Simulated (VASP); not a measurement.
# LiNbO3: single point with PBE

LiNbO3:

```
Li Nb O
1.0
     2.81318    1.62419    3.96284
    -2.81318    1.62419    3.96284
     0.00000   -3.24839    3.96284
Li Nb O
2 2 6
Direct
  0.25000 0.25000 0.25000
  0.75000 0.75000 0.75000
  0.00000 0.00000 0.00000
  0.50000 0.50000 0.50000
  0.13034 0.36966 0.75000
  0.75000 0.13034 0.36966
  0.36966 0.75000 0.13034
  0.86966 0.63034 0.25000
  0.25000 0.86966 0.63034
  0.63034 0.25000 0.86966
```

This cell differs from its parent crystal: atoms shifted along a free coordinate, c/a of the conventional cell at fixed volume 2.1130.

| Item | Value |
| --- | --- |
| Program | VASP 6.6.1 |
| Task | single point |
| Functional | PBE |
| Potentials or basis | VASP PAW PBE potentials, release 64 (Li_sv, Nb_sv, O) |
| Cutoff | 520 eV |
| k mesh | 6 × 6 × 6 |
| Occupations | gaussian, width 0.05 eV |
| Spin | no spin polarisation |

```
Largest force          : 0.521 eV/Å
Band gap on the k mesh : 1.47 eV
```

Forces on the atoms (eV/Å):
```
Li   0.000  0.000  0.000
Li   0.000  0.000  0.000
Nb   0.000  0.000  0.000
Nb   0.000  0.000  0.000
O    0.521  0.000  0.000
O   -0.261  0.451  0.000
O   -0.261 -0.451  0.000
O   -0.521  0.000  0.000
O    0.261 -0.451  0.000
O    0.261  0.451  0.000
```

Levels at points of the mesh, in eV from the valence-band top:
| k point | band 32 | band 33 | band 34 | band 35 | band 36 | band 37 |
| --- | --- | --- | --- | --- | --- | --- |
| (0.00, 0.00, 0.00) | -0.12 | -0.12 | 0.00 | 1.46 | 2.15 | 2.15 |
| (0.50, 0.00, 0.00) | -0.32 | -0.25 | -0.25 | 3.23 | 3.23 | 3.63 |
| (0.50, 0.50, 0.00) | -0.91 | -0.67 | -0.02 | 1.83 | 2.77 | 3.15 |
| (0.50, 0.50, 0.50) | -0.85 | -0.77 | -0.77 | 2.70 | 2.70 | 3.75 |

It took 3.8 min on 1 thread of Intel(R) Xeon(R) Platinum 8488C (Sapphire Rapids) (shared host), peak memory 0.3 GiB.

 A k mesh can miss the band edges.
